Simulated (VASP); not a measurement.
Input of a VASP 6.6.1 run:

INCAR

```
SYSTEM = Al2Cu
PREC     = Accurate       ! precision mode
ENCUT    = 520            ! plane-wave cutoff, eV
EDIFF    = 1E-7           ! SCF threshold, eV
ISMEAR   = 0              ! smearing method
SIGMA    = 0.15           ! smearing width, eV
LREAL    = .FALSE.        ! projectors in reciprocal space
LASPH    = .TRUE.         ! aspherical terms in the spheres
NELM     = 100            ! most SCF steps
ALGO     = Fast           ! electronic algorithm
ISIF     = 2              ! what is computed and relaxed
LWAVE    = .FALSE.        ! write WAVECAR
LCHARG   = .TRUE.         ! write CHGCAR
GGA      = PS             ! functional
LELF     = .TRUE.         ! ELF
LVHAR    = .TRUE.       
NBANDS   = 16             ! bands
```

File KPOINTS:

```
Automatic mesh
0
G
  16 16 16
  0 0 0
```

Contents of POSCAR:

```
Al2Cu
1.0
   -2.0246315513      2.0246315513      3.1135273504
    2.0246315513     -2.0246315513      3.1135273504
    2.0246315513      2.0246315513     -3.1135273504
Al Cu
2 1
Direct
    0.7500000000      0.2500000000      0.5000000000
    0.2500000000      0.7500000000      0.5000000000
    0.5000000000      0.5000000000      0.0000000000
```

Potentials or basis: VASP PAW PBE potentials, release 64 (Al, Cu).

Command:

```sh
$ cat potpaw_PBE.64/Al/POTCAR potpaw_PBE.64/Cu/POTCAR > POTCAR
$ mpirun -np 1 vasp_std > vasp.out
```

(1) What does it give for the band gap on the k mesh?

(2) What does it give for the pressure?

## Answers

(1) zero (an odd number of electrons rules out a gap without spin polarisation).

(2) -6.6 GPa.

Caveat: the cell differs from its parent crystal (strain +0.0875 x Voigt [0, 0, 1, 0, 0, 0]); the stress differs along the axes, from -11 to -5 GPa; the PAW data sets were made with another functional, which shifts forces and pressure a little.
